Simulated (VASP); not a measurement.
Runs of VASP 6.6.1 on GaSb (zincblende type). The structure is that of space group F-43m (No. 216), or close to it. The cells are those of the table. 

| task | cell | cutoff (eV) | k mesh for the DOS | occupations for the DOS | gap on the mesh (eV) | pressure (GPa) |
| --- | --- | --- | --- | --- | --- | --- |
| single point | a = 3.971 Å, angles 60.0°, 2 atoms | 520 | - | - | 0.35 | 21.5 |
| relaxation of cell and atoms | relaxed from a = 4.394 Å, angles 60.0°, 2 atoms | 600 | - | - | - | 0.0 |
| single point | a = 3.834 Å, angles 60.0°, 2 atoms | 520 | - | - | - | 40.0 |
| single point | a = 4.099 Å, angles 60.0°, 2 atoms | 520 | - | - | 0.56 | (a) |
| single point | a = 4.191 Å, angles 60.0°, 2 atoms | 520 | - | - | 0.53 | (b) |
| single point | a = 3.505 Å, angles 60.0°, 2 atoms | 520 | - | - | none | 131.2 |
| single point | a = 4.278 Å, angles 60.0°, 2 atoms | 520 | - | - | - | 0.2 |
| single point | a = 3.687 Å, angles 60.0°, 2 atoms | 520 | - | - | none | 70.5 |

Alike in all rows: level LDA; potentials or basis VASP PAW LDA potentials, release 64 (Ga_d, Sb); no spin polarisation; k mesh 11 × 11 × 11; smearing fermi-dirac 0.1 eV.

Q: Estimate the missing entries.

A: (a) 9.9; (b) 4.2.

Caveats: spin-orbit coupling is left out, which moves the levels of the heavy elements.

A k mesh can miss the band edges, and the runs leave out spin-orbit coupling on Ga, Sb.

A gap of «none» marks levels without a gap at the run's occupations.
